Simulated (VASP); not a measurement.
PtSe2:

```
Pt Se
1.0
     3.72400    0.00000    0.00000
    -1.86200    3.22508    0.00000
     0.00000    0.00000    5.06200
Pt Se
1 2
Direct
  0.00000 0.00000 0.00000
  0.33333 0.66667 0.25000
  0.66667 0.33333 0.75000
```

| Property | Result |
| --- | --- |
| Program | VASP 6.6.1 |
| Task | relaxation of cell and atoms |
| Functional | PBE |
| Dispersion | D3(BJ) |
| Potentials or basis | VASP PAW PBE potentials, release 64 (Pt, Se) |
| Cutoff | 600 eV |
| k mesh | 6 × 6 × 4 |
| Occupations | gaussian, width 0.05 eV |
| Spin | collinear spin |
| Starting moments | [1.0, 0.0, 0.0] μB |

At the start: pressure 3.5 GPa; volume 20.27 Å³/atom.

Question: Where does the relaxation end?

Answer: Over 12 steps the energy falls by 17.2 meV/atom and the volume is 19.81 Å³/atom (-2.2 %); space group P-3m1 (No. 164, to 0.1 Å) before and after; moment 0.00 μB per cell.

Step by step:
```tsv
step	energy change (eV)	largest force (eV/Å)	pressure (GPa)	volume (Å³)
1	0.0000	0.5884	3.51	60.80
2	0.0318	0.3783	-5.82	64.79
3	-0.0234	0.1761	-0.54	62.32
4	-0.0234	0.1836	-0.47	62.28
5	-0.0282	0.1712	-0.42	61.94
6	-0.0411	0.1038	-0.27	60.92
7	-0.0453	0.1725	0.54	58.90
8	-0.0482	0.0384	0.16	59.77
9	-0.0509	0.0937	-0.64	59.72
10	-0.0510	0.0840	-0.51	59.73
11	-0.0475	0.1439	1.48	58.68
12	-0.0517	0.0203	0.03	59.43
```

Final structure:
```
Pt Se
1.0
     3.76602    0.00000    0.00000
    -1.88301    3.26147    0.00000
     0.00000    0.00000    4.83834
Pt Se
1 2
Direct
  0.00000 0.00000 0.00000
  0.33333 0.66667 0.26584
  0.66667 0.33333 0.73416
```
